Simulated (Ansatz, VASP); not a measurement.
# One calculation of BN, two programs

```
CELL_PARAMETERS angstrom
0.00000 1.71562 1.71562
1.71562 0.00000 1.71562
1.71562 1.71562 0.00000
ATOMIC_POSITIONS crystal
B 0.00000 0.00000 0.00000
N 0.25000 0.25000 0.25000
```

Change from the starting cell: volume scaled by 0.88, PAW files.

Alike in both runs: task single point; functional LDA; k mesh 15 × 15 × 15; occupations fermi-dirac, width 0.1 eV; no spin polarisation.

```csv
,VASP,Ansatz
version,VASP 6.6.1,Ansatz 0.2.0
potentials or method,"VASP PAW LDA potentials, release 64 (B, N)","PAW with Ansatz's default frozen-core files, scalar-relativistic"
plane-wave cutoff (eV),600,420
valence electrons in the cell,8,8
```

|  | VASP | Ansatz | Ansatz less VASP |
| --- | --- | --- | --- |
| gap on the k mesh at the Fermi level (eV) | 4.58 | 4.60 | +0.022 |
| pressure (GPa) | 66.0 | 64.7 | -1.28 |

LDA's correlation is that of Perdew and Zunger in VASP and of Perdew and Wang (1992) in Ansatz. Both programs put the cell under a high pressure, so it lies far from rest at this level.

Noted on VASP's run: the cell as given lies far from equilibrium.
